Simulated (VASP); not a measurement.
A run of VASP 6.6.1:

Contents of INCAR:

```
SYSTEM = CaO
ALGO = Normal
EDIFF = 1E-6
ENCUT = 600
GGA = PS
GGA_COMPAT = .FALSE.
ISIF = 2
ISMEAR = 0
LASPH = .TRUE.
LCHARG = .FALSE.
LREAL = .FALSE.
LWAVE = .FALSE.
NBANDS = 15
NELM = 120
PREC = Accurate
SIGMA = 0.1
```

The input KPOINTS:

```
k-points
0
G
  6 6 6
  0 0 0
```

POSCAR

```
CaO
1.0
    0.0000000000      2.4035557000      2.4035557000
    2.4035557000      0.0000000000      2.4035557000
    2.4035557000      2.4035557000      0.0000000000
Ca O
1 1
Direct
    0.0000000000      0.0000000000      0.0000000000
    0.5000000000      0.5000000000      0.5000000000
```

Potentials or basis: VASP PAW PBE potentials, release 64 (Ca_sv, O).

The run is started by

```sh
$ cat potpaw_PBE.64/Ca_sv/POTCAR potpaw_PBE.64/O/POTCAR > POTCAR
$ mpirun -np 1 vasp_std > vasp.out
```

Hardware: 1 thread of AMD EPYC 7R13, with other jobs on the host.

Q: Estimate the wall time of this run.

A: It took 18 s on 1 thread of AMD EPYC 7R13 (shared host), peak memory 0.13 GiB. Counts: scf iterations 12, k points 16.
